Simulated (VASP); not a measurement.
# AlN (wurtzite) (P6_3mc) in VASP: a series of runs

Runs on AlN (wurtzite). Level: LDA. Tasks: single point.

Program: VASP 6.6.1. These are calculated values, not measurements. Logs are shortened: lines on timing, memory, paths and dates and some standing lists are left out, and cuts for length are marked.

### Step 1. The cell of the first run

The structure is hexagonal, space group P6_3mc (No. 186). The conventional cell has a = 3.120 Å, b = 3.120 Å, c = 4.912 Å, α = 90.00°, β = 90.00°, γ = 120.00°. Al (site symmetry 3m) has 4 N at 1.89 Å within 2.5 Å. Within 2.5 Å of N (site symmetry 3m) lie 4 Al at 1.89 Å.

### Step 2. Single point, LDA

Contents of INCAR:

```
SYSTEM = AlN
PREC = Accurate
ENCUT = 520
EDIFF = 1E-7
ISMEAR = 0
SIGMA = 0.01
LREAL = .FALSE.
LASPH = .TRUE.
NELM = 60
ALGO = Normal
ISIF = 2
LWAVE = .FALSE.
LCHARG = .FALSE.
GGA = CA
NBANDS = 16
```

Contents of KPOINTS:

```
Automatic mesh
0
G
  8 8 5
  0 0 0
```

Contents of POSCAR:

```
AlN
1.0
    3.1201000000      0.0000000000      0.0000000000
   -1.5600500000      2.7020858623      0.0000000000
    0.0000000000      0.0000000000      4.9117746583
Al N
2 2
Direct
    0.3333333333      0.6666666667     -0.0005309102
    0.6666666667      0.3333333333      0.4994690898
    0.3333333333      0.6666666667      0.3845309102
    0.6666666667      0.3333333333      0.8845309102
```

Potentials or basis: VASP PAW LDA potentials, release 64 (Al, N).

Started as:

```sh
$ cat potpaw_LDA.64/Al/POTCAR potpaw_LDA.64/N/POTCAR > POTCAR
$ mpirun -np 1 vasp_std > vasp.out
```

OUTCAR:

```text
SYSTEM = AlN
   PREC = Accurate
   ENCUT = 520
   EDIFF = 1E-7
   ISMEAR = 0
   LREAL = .FALSE.
   LASPH = .TRUE.
   NELM = 60
   ISIF = 2
   GGA = CA

 ion  position               nearest neighbor table
   1  0.333  0.667  0.999-   4 1.89   4 1.89   4 1.89   3 1.89   2 3.05   2 3.05   2 3.05   2 3.05
                             2 3.05   2 3.05
   2  0.667  0.333  0.499-   3 1.89   3 1.89   3 1.89   4 1.89   1 3.05   1 3.05   1 3.05   1 3.05
                             1 3.05   1 3.05
   3  0.333  0.667  0.385-   2 1.89   2 1.89   2 1.89   1 1.89
   4  0.667  0.333  0.885-   1 1.89   1 1.89   1 1.89   2 1.89

  LATTYP: Found a hexagonal cell.
 ALAT       =     3.1201000000
 C/A-ratio  =     1.5742362932

  Lattice vectors:

 A1 = (   3.1201000000,   0.0000000000,   0.0000000000)
 A2 = (  -1.5600500000,   2.7020858623,   0.0000000000)
 A3 = (   0.0000000000,   0.0000000000,   4.9117746583)

Analysis of symmetry for initial positions (statically):
=====================================================================
 Subroutine PRICEL returns:
 Original cell was already a primitive cell.

 Routine SETGRP: Setting up the symmetry group for a
 hexagonal supercell.

 Subroutine GETGRP returns: Found 12 space group operations
 (whereof  6 operations were pure point group operations)
 out of a pool of 24 trial point group operations.

The static configuration has the point symmetry C_3v.
 The point group associated with its full space group is C_6v.

Analysis of symmetry for dynamics (positions and initial velocities):
=====================================================================
 Subroutine PRICEL returns:
 Original cell was already a primitive cell.

 Routine SETGRP: Setting up the symmetry group for a
 hexagonal supercell.

 Subroutine GETGRP returns: Found 12 space group operations
 (whereof  6 operations were pure point group operations)
 out of a pool of 24 trial point group operations.

The dynamic configuration has the point symmetry C_3v.
 The point group associated with its full space group is C_6v.

 Subroutine INISYM returns: Found 12 space group operations
 (whereof  6 operations are pure point group operations),
 and found     1 'primitive' translations

----------------------------------------------------------------------------------------

                                     Primitive cell

  volume of cell :      41.4101

  direct lattice vectors                    reciprocal lattice vectors
     3.120100000  0.000000000  0.000000000     0.320502548  0.185042232  0.000000000
[... 96 lines left out ...]
   ISIF   =      2    stress and relaxation
   ISYM   =      2    0-nonsym 1-usesym 2-fastsym
   POTIM  = 0.5000    time-step for ionic-motion
   TEBEG  =    0.0;   TEEND  =   0.0 temperature during run
   PSTRESS=    0.0 pullay stress
   NELECT =      16.0000    total number of electrons
   NUPDOWN=      -1.0000    fix difference up-down
   EMIN   =  10.00;   EMAX   =-10.00  energy-range for DOS
   EFERMI =   0.00;   METHOD = LEGACY
   ISMEAR =     0;   SIGMA  =   0.01  broadening in eV -4-tet -1-fermi 0-gaus
   EFERMI_NEDOS =   21; number of points for ismear=-14 and -15
   IALGO  =     38    algorithm
   IMIX   =      4    mixing-type and parameters
     AMIX     =   0.40;   BMIX     =  1.00
     AMIX_MAG =   1.60;   BMIX_MAG =  1.00
  volume/ion in A,a.u.               =      10.35        69.86
  Fermi-wavevector in a.u.,A,eV,Ry     =   1.192375  2.253262 19.344188  1.421758
  Thomas-Fermi vector in A             =   2.328414
   LORBIT       =      0    0 simple, 1 ext, 2 COOP (PROOUT), +10 PAW based schemes
   GGA     = CA    functional components
   LHFCALC =     F    Hartree Fock is set to
   AEXX    =    0.0000 exact exchange contribution
   IVDW    =     0    specifies the selected vdW correction
   LEPSILON=     F    determine dielectric tensor
   LRPA    =     F    only Hartree local field effects (RPA)
 non-spin polarized calculation
 Gauss-broadening in eV      SIGMA  =   0.01
  energy-cutoff  :      520.00
  volume of cell :       41.41
 maximum number of plane-waves:      1126
 NGX is ok and might be reduce to    24
   NGX = 11   NGY = 11   NGZ = 19

 number of electron      16.0000002 magnetization

 Free energy of the ion-electron system (eV)
  ---------------------------------------------------
  ext. energy  EPLUGINS =         0.00000000
  ---------------------------------------------------
  free energy    TOTEN  =       -32.83144698 eV

  energy without entropy =      -32.83144698  energy(sigma->0) =      -32.83144698

 E-fermi :   6.1226     XC(G=0): -11.2825

 val. band max:        6.0828432931   @ k =   0.0000   0.0000   0.0000
 cond. band min:      10.2918878275   @ k =   0.0000   0.0000   0.0000
 fundamental gap:      4.2090445344
 Fermi energy:         6.1225880369

 k-point     1 :       0.0000    0.0000    0.0000
  band No.  band energies     occupation
      1      -9.1092      2.00000
      2      -6.7870      2.00000
      3      -0.0485      2.00000
      4       5.0124      2.00000
      5       5.0124      2.00000
      6       5.7191      2.00000
[... 433 lines left out ...]
      3       0.6350      2.00000
      4       1.0598      2.00000
      5       3.9866      2.00000
      6       4.3422      2.00000
[... 8 lines left out ...]
     15      18.4516      0.00000
     16      19.6172      0.00000

 [... further k-points ...]

------------------------ aborting loop because EDIFF is reached ----------------------------------------

  FORCE on cell =-STRESS in cart. coord.  units (eV):
  Direction    XX          YY          ZZ          XY          YZ          ZX
  --------------------------------------------------------------------------------------
  -------------------------------------------------------------------------------------
  Total       -1.0376862     -1.0376862      0.1597452      0.0000000      0.0000000     -0.0000000
  in kB      -40.1486120    -40.1486120      6.1806251      0.0000000      0.0000000     -0.0000000
  external PRESSURE =     -24.7055330 kB  Pullay stress =       0.0000000 kB

 VOLUME and BASIS-vectors are now :
 -----------------------------------------------------------------------------
  energy-cutoff  :      520.00
  volume of cell :       41.41
      direct lattice vectors                 reciprocal lattice vectors
     3.120100000  0.000000000  0.000000000     0.320502548  0.185042232  0.000000000
    -1.560050000  2.702085862  0.000000000     0.000000000  0.370084465  0.000000000
     0.000000000  0.000000000  4.911774658     0.000000000  0.000000000  0.203592402

 POSITION                                       TOTAL-FORCE (eV/Angst)
 -----------------------------------------------------------------------------------
     -0.00000      1.80139      4.90917        -0.000000      0.000000     -0.003990
      1.56005      0.90070      2.45328         0.000000     -0.000000     -0.003990
     -0.00000      1.80139      1.88873         0.000000      0.000000      0.003990
      1.56005      0.90070      4.34462        -0.000000     -0.000000      0.003990
 -----------------------------------------------------------------------------------
    total drift:                               -0.000000      0.000000      0.000369

  FREE ENERGIE OF THE ION-ELECTRON SYSTEM (eV)
  ---------------------------------------------------
  free  energy   TOTEN  =       -32.8314469815 eV

  energy  without entropy=      -32.8314469815  energy(sigma->0) =      -32.83144698
```

OSZICAR:

```text
N       E                     dE             d eps       ncg     rms          rms(c)
DAV:   1     0.380440066862E+02    0.38044E+02   -0.74839E+03   960   0.903E+02
DAV:   2    -0.346815776789E+02   -0.72726E+02   -0.66824E+02  1328   0.176E+02
DAV:   3    -0.378949687004E+02   -0.32134E+01   -0.32030E+01  1240   0.380E+01
DAV:   4    -0.379116773465E+02   -0.16709E-01   -0.16708E-01  1152   0.332E+00
DAV:   5    -0.379118436817E+02   -0.16634E-03   -0.16633E-03  1224   0.322E-01    0.123E+01
DAV:   6    -0.329469153936E+02    0.49649E+01   -0.11377E+01   976   0.240E+01    0.434E+00
DAV:   7    -0.328928122784E+02    0.54103E-01   -0.49948E-01  1184   0.468E+00    0.282E+00
DAV:   8    -0.328340000811E+02    0.58812E-01   -0.69450E-02  1016   0.222E+00    0.344E-01
DAV:   9    -0.328313430804E+02    0.26570E-02   -0.54777E-03  1184   0.532E-01    0.222E-01
DAV:  10    -0.328314977312E+02   -0.15465E-03   -0.58824E-04  1104   0.152E-01    0.116E-01
DAV:  11    -0.328314474305E+02    0.50301E-04   -0.88696E-05  1096   0.696E-02    0.200E-02
DAV:  12    -0.328314471105E+02    0.32002E-06   -0.14618E-06  1232   0.916E-03    0.613E-03
DAV:  13    -0.328314469659E+02    0.14462E-06   -0.67026E-07  1104   0.600E-03    0.503E-04
DAV:  14    -0.328314469815E+02   -0.15673E-07   -0.10632E-08   552   0.816E-04
   1 F= -.32831447E+02 E0= -.32831447E+02  d E =-.243201E-11
```

It took 12 s on 1 thread of Intel Xeon 6975P-C, shared host; peak memory 0.14 GiB.

What came out:

```
Free energy            : -32.8314 eV
Pressure               : -2.5 GPa
Largest force          : 0.004 eV/Å
Band gap on the k mesh : 4.21 eV, direct
```

Forces in eV/Å, atoms in the order of the input:
```
Al   0.000  0.000 -0.004
Al   0.000  0.000 -0.004
N    0.000  0.000  0.004
N    0.000  0.000  0.004
```

Stress tensor (GPa, compression positive):
```
-4.01  0.00  0.00
 0.00 -4.01  0.00
 0.00  0.00  0.62
```

Levels at points of the mesh, in eV from the valence-band top:
| k point | band 6 | band 7 | band 8 | band 9 | band 10 | band 11 |
| --- | --- | --- | --- | --- | --- | --- |
| (0.00, 0.00, 0.00) | -0.36 | -0.36 | 0.00 | 4.21 | 6.36 | 10.56 |
| (0.50, 0.00, 0.00) | -2.31 | -1.89 | -0.81 | 5.50 | 5.73 | 8.04 |

A hybrid or GW would open this gap; LDA tends to underestimate it.

### Step 3. Single point, LDA

This run uses another cell than the first one, of 10.33 Å³/atom, 0.998 times its volume.

Contents of INCAR:

```
  ALGO = Normal
  EDIFF = 1E-7
  ENCUT = 520
  ISIF = 2
  ISMEAR = 0
  LASPH = T
  LCHARG = T
  LELF = T
  LREAL = F
  LVHAR = T
  LWAVE = F
  NBANDS = 16
  NELM = 100
  PREC = Accurate
  SIGMA = 0.01
```

Contents of KPOINTS:

```
k-points
0
Gamma
  8 8 5
```

Contents of POSCAR:

```
AlN
1.0
    3.1201000000      0.0000000000      0.0000000000
   -1.5600500000      2.7020858623      0.0000000000
    0.0000000000      0.0000000000      4.9000000000
Al N
2 2
Direct
    0.3333333333      0.6666666667      0.0000000000
    0.6666666667      0.3333333333      0.5000000000
    0.3333333333      0.6666666667      0.3840000000
    0.6666666667      0.3333333333      0.8840000000
```

Potentials or basis: VASP PAW LDA potentials, release 64 (Al, N).

Started as:

```sh
$ cat potpaw_LDA.64/Al/POTCAR potpaw_LDA.64/N/POTCAR > POTCAR
$ mpirun -np 1 vasp_std > vasp.out
```

Run time: 10 s. Hardware: 1 thread of Intel Xeon 6975P-C, shared host; peak memory 0.14 GiB.

The run converged. Its results:

```yaml
Free_energy: -32.8299 eV
Pressure: -2.0 GPa
Largest_force: 0.106 eV/Å
Band_gap_on_the_k_mesh: 4.24 eV, direct
```

Forces in eV/Å, atoms in the order of the input:
```
Al   0.000  0.000 -0.106
Al   0.000  0.000 -0.106
N    0.000  0.000  0.106
N    0.000  0.000  0.106
```

Stress tensor (GPa, compression positive):
```
-4.08  0.00  0.00
 0.00 -4.08  0.00
 0.00  0.00  2.30
```

Levels at points of the mesh, in eV from the valence-band top:
| k point | band 4 | band 5 | band 6 | band 7 | band 8 | band 9 | band 10 | band 11 | band 12 | band 13 |
| --- | --- | --- | --- | --- | --- | --- | --- | --- | --- | --- |
| (0.00, 0.00, 0.00) | -1.06 | -1.06 | -0.35 | -0.35 | 0.00 | 4.24 | 6.36 | 10.59 | 10.74 | 10.74 |
| (0.50, 0.00, 0.00) | -4.26 | -3.49 | -2.31 | -1.90 | -0.79 | 5.50 | 5.75 | 8.07 | 10.14 | 10.64 |
